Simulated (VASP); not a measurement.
Write the native input for VASP 6.6.1 that does the following.

- Task: single point
- Functional: LDA
- Potentials or basis: VASP PAW LDA potentials, release 64 (Si, Ni)
- Cutoff: 600 eV
- k mesh: 4 × 4 × 4
- Occupations: methfessel-paxton, width 0.1 eV
- Spin: no spin polarisation
- Dipole correction: no
- Further INCAR settings: ALGO = Normal; EDIFF = 1e-06; NBANDS = 70

The structure of SiNi lies in POSCAR:

```
SiNi
1.0
    0.0000000000      3.3970617239      5.5985037865
    5.1384090016      0.0000000000      5.5985037865
    5.1384090016      3.3970617239      0.0000000000
Si Ni
8 8
Direct
    0.2574661360      0.3283717869      0.4925338640
    0.7574661360      0.8283717869      0.9925338640
    0.2425338640      0.1716282131      0.0074661360
    0.7425338640      0.6716282131      0.5074661360
    0.1716282131      0.7425338640      0.5783717869
    0.6716282131      0.2425338640      0.0783717869
    0.3283717869      0.7574661360      0.9216282131
    0.8283717869      0.2574661360      0.4216282131
    0.2150833333      0.4734900679      0.0349166667
    0.7150833333      0.9734900679      0.5349166667
    0.2849166667      0.0265099321      0.4650833333
    0.7849166667      0.5265099321      0.9650833333
    0.0265099321      0.7849166667      0.2234900679
    0.5265099321      0.2849166667      0.7234900679
    0.4734900679      0.7150833333      0.2765099321
    0.9734900679      0.2150833333      0.7765099321
```

The input as run:

INCAR

```
SYSTEM = SiNi
PREC     = Accurate       ! precision mode
ENCUT    = 600            ! plane-wave cutoff, eV
EDIFF    = 1E-6           ! SCF threshold, eV
ISMEAR   = 1              ! smearing method
SIGMA    = 0.1            ! smearing width, eV
LREAL    = .FALSE.        ! projectors in reciprocal space
LASPH    = .TRUE.         ! aspherical terms in the spheres
NELM     = 120            ! most SCF steps
ALGO     = Normal         ! electronic algorithm
ISIF     = 2              ! what is computed and relaxed
LWAVE    = .FALSE.        ! write WAVECAR
LCHARG   = .FALSE.        ! write CHGCAR
GGA      = CA             ! functional
NBANDS   = 70             ! bands
GGA_COMPAT= .FALSE.
```

KPOINTS

```
Automatic mesh
0
G
  4 4 4
  0 0 0
```

Potentials or basis: VASP PAW LDA potentials, release 64 (Si, Ni).

Launch:

```bash
$ cat potpaw_LDA.64/Si/POTCAR potpaw_LDA.64/Ni/POTCAR > POTCAR
$ mpirun -np 1 vasp_std > vasp.out
```

It gave:

* Pressure: -10.3 GPa
* Largest force: 0.143 eV/Å
* Band gap on the k mesh: zero (bands 56 and 57 overlap by 0.45 eV)

Caveat: the cell stands under tension.

Run time: 16 min on 1 thread of Oxide Virtual Turin-like Processor (shared host), peak memory 0.42 GiB.
